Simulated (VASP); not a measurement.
Wanted: the native input for a VASP 6.6.1 run.

```
Task                   : electric field gradients
Functional             : PBEsol
Potentials or basis    : VASP PAW PBE potentials, release 64 (K_sv, Cl)
Cutoff                 : 400 eV
k mesh                 : 7 × 7 × 7
Occupations            : fermi-dirac, width 0.02 eV
Spin                   : no spin polarisation
Dipole correction      : no
Further INCAR settings : ALGO = Normal; EDIFF = 1e-08; NBANDS = 15
```

The structure of KCl lies in POSCAR:

```
KCl
1.0
    3.6340000000      0.0000000000      0.0000000000
    0.0000000000      3.6340000000      0.0000000000
    0.0000000000      0.0000000000      3.6703400000
K Cl
1 1
Direct
    0.0000000000      0.0000000000      0.0000000000
    0.5000000000      0.5000000000      0.5000000000
```

This cell differs from its parent crystal: zz strain of +1 %.

These files were run (other wordings do the same):

INCAR

```
PREC     = Accurate       # precision mode
ENCUT    = 400            # plane-wave cutoff, eV
EDIFF    = 1E-8           # SCF threshold, eV
ISMEAR   = -1             # smearing method
SIGMA    = 0.02           # smearing width, eV
LREAL    = F              # projectors in reciprocal space
LASPH    = T              # aspherical terms in the spheres
NELM     = 120            # most SCF steps
ALGO     = Normal         # electronic algorithm
ISIF     = 2              # what is computed and relaxed
LWAVE    = F              # write WAVECAR
LCHARG   = F              # write CHGCAR
GGA      = PS             # functional
LEFG     = T            
NBANDS   = 15             # bands
GGA_COMPAT= F
```

KPOINTS

```
Automatic mesh
0
Gamma
  7 7 7
```

Potentials or basis: VASP PAW PBE potentials, release 64 (K_sv, Cl).

Run with:

```sh
$ cat potpaw_PBE.64/K_sv/POTCAR potpaw_PBE.64/Cl/POTCAR > POTCAR
$ mpirun -np 1 vasp_std > vasp.out
```

It gave:

```yaml
Pressure: 2.1 GPa
Band_gap_on_the_k_mesh: 5.32 eV (least direct gap 5.52 eV)
Largest_electric_field_gradient_by_atom: K -1.3; Cl +2.6 V/Å²
```

Caveat: the cell differs from its parent crystal (zz strain of +1 %); without QUAD_EFG the Cq values of the log hold for a quadrupole moment of 1 mb, not for the nuclei; the PAW data sets were made with another functional, which shifts forces and pressure a little.

Wall time 29 s on 1 thread of Intel Xeon 8259CL, on a shared host, peak memory 0.14 GiB.
